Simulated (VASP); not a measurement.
Wanted: the native input for a VASP 6.6.1 run.

| Quantity | Value |
| --- | --- |
| Task | single point |
| Functional | PBE |
| Potentials or basis | VASP PAW PBE potentials, release 64 (N) |
| Cutoff | 520 eV |
| k mesh | 12 × 12 × 4 |
| Occupations | fermi-dirac, width 0.02 eV |
| Spin | no spin polarisation |
| Dipole correction | no |
| Further INCAR settings | ALGO = Normal; EDIFF = 1e-06; NBANDS = 18 |

The structure of N lies in POSCAR:

```
N
1.0
    3.5804205417     -0.0207664391      0.0000000000
   -1.8081945347      3.1111183649      0.0000000000
    0.0000000000      0.0000000000      7.6415144716
N
4
Direct
    0.3333333333      0.6666666667      0.3215707846
    0.3333333333      0.6666666667      0.1784292154
    0.6666666667      0.3333333333      0.8215707846
    0.6666666667      0.3333333333      0.6784292154
```

This cell differs from its parent crystal: shear xy strain -1.2%.

These files were run (other wordings do the same):

INCAR

```
SYSTEM = N
PREC = Accurate
ENCUT = 520
EDIFF = 1E-6
ISMEAR = -1
SIGMA = 0.02
LREAL = .False.
LASPH = .True.
NELM = 80
ALGO = Normal
ISIF = 2
LWAVE = .False.
LCHARG = .False.
GGA = PE
NBANDS = 18
```

KPOINTS

```
regular mesh
0
Gamma
  12 12 4
  0 0 0
```

Potentials or basis: VASP PAW PBE potentials, release 64 (N).

Command:

```console
$ cat potpaw_PBE.64/N/POTCAR > POTCAR
$ mpirun -np 1 vasp_std > vasp.out
```

It gave:

```
Pressure               : 4.9 GPa
Largest force          : 3.131 eV/Å
Band gap on the k mesh : 7.03 eV (least direct gap 7.08 eV)
```

Caveat: the cell differs from its parent crystal (shear xy strain -1.2%); the standard files for N, O and F lose accuracy on very short bonds; the stress differs along the axes, from 1 to 13 GPa; this functional lacks dispersion, which holds the molecules together, so the pressure and a relaxed volume are unreliable; forces of over 1 eV/Å act on the atoms, so gaps and moduli don't describe the material at rest.

It took 6.9 min on 1 thread of Intel Xeon 8259CL, with other jobs on the host, peak memory 0.36 GiB.
